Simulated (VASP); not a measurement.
A run of VASP 6.6.1 is set up as follows.

File INCAR:

```
SYSTEM = CdF2
PREC     = Accurate       ! precision mode
ENCUT    = 520            ! plane-wave cutoff, eV
EDIFF    = 1E-6           ! SCF threshold, eV
ISMEAR   = 0              ! smearing method
SIGMA    = 0.05           ! smearing width, eV
LREAL    = .FALSE.        ! projectors in reciprocal space
LASPH    = .TRUE.         ! aspherical terms in the spheres
NELM     = 100            ! most SCF steps
ALGO     = Normal         ! electronic algorithm
ISIF     = 2              ! what is computed and relaxed
LWAVE    = .FALSE.        ! write WAVECAR
LCHARG   = .FALSE.        ! write CHGCAR
GGA      = CA             ! functional
NBANDS   = 20             ! bands
```

Contents of KPOINTS:

```
Automatic mesh
0
G
  8 8 8
  0 0 0
```

Contents of POSCAR:

```
CdF2
1.0
    0.0000000000      2.6940000000      2.6940000000
    2.7950250000      0.0000000000      2.6940000000
    2.7950250000      2.6940000000      0.0000000000
Cd F
1 2
Direct
    0.0000000000      0.0000000000      0.0000000000
    0.2500000000      0.2500000000      0.2500000000
    0.7500000000      0.7500000000      0.7500000000
```

Potentials or basis: VASP PAW LDA potentials, release 64 (Cd, F).

Run with:

```console
$ cat potpaw_LDA.64/Cd/POTCAR potpaw_LDA.64/F/POTCAR > POTCAR
$ mpirun -np 1 vasp_std > vasp.out
```

**Question.** What does it give for the band gap on the k mesh?

**Answer.** 2.62 eV, indirect (least direct gap 3.12 eV).

**Question.** Estimate the pressure.

**Answer.** -8.2 GPa.

Stress tensor (GPa, compression positive):
```
-10.86   0.00   0.00
  0.00  -6.87   0.00
  0.00   0.00  -6.87
```

Caveat: the cell differs from its parent crystal (strain +0.0375 x Voigt [1, 0, 0, 0, 0, 0]). A k mesh can miss the band edges.
